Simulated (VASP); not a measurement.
Write the native input for VASP 6.6.1 that does the following.

```
Task                   : single point
Functional             : PBE
Potentials or basis    : VASP PAW PBE potentials, release 64 (Mg, O)
Cutoff                 : 520 eV
k mesh                 : 9 × 9 × 6
Occupations            : gaussian, width 0.02 eV
Spin                   : no spin polarisation
Dipole correction      : no
Further INCAR settings : ALGO = Normal; EDIFF = 1e-06; NBANDS = 16
```

The structure of MgO lies in POSCAR:

```
MgO
1.0
    3.5102246873      0.0000000000      0.0000000000
   -1.7551123437      3.0399437522      0.0000000000
    0.0000000000      0.0000000000      4.4573014951
Mg O
2 2
Direct
    0.6666666700      0.3333333300      0.7500000000
    0.3333333300      0.6666666700      0.2500000000
    0.6666666700      0.3333333300      0.2500000000
    0.3333333300      0.6666666700      0.7500000000
```

This cell differs from its parent crystal: strained.

The input as run:

INCAR

```
SYSTEM = MgO
  ALGO = Normal
  EDIFF = 1E-6
  ENCUT = 520
  GGA = PE
  ISIF = 2
  ISMEAR = 0
  LASPH = .True.
  LCHARG = .False.
  LREAL = .False.
  LWAVE = .False.
  NBANDS = 16
  NELM = 100
  PREC = Accurate
  SIGMA = 0.02
```

KPOINTS

```
k-points
0
Gamma
  9 9 6
  0 0 0
```

Potentials or basis: VASP PAW PBE potentials, release 64 (Mg, O).

Launch:

```sh
$ cat potpaw_PBE.64/Mg/POTCAR potpaw_PBE.64/O/POTCAR > POTCAR
$ mpirun -np 1 vasp_std > vasp.out
```

Results of the run:

```json
{
  "Pressure": "-5.1 GPa",
  "Band gap on the k mesh": "2.96 eV"
}
```

Caveat: the cell differs from its parent crystal (strained); the cell stands under tension.

It took 50 s on 1 thread of Intel Xeon 8259CL, with other jobs on the host, peak memory 0.19 GiB.
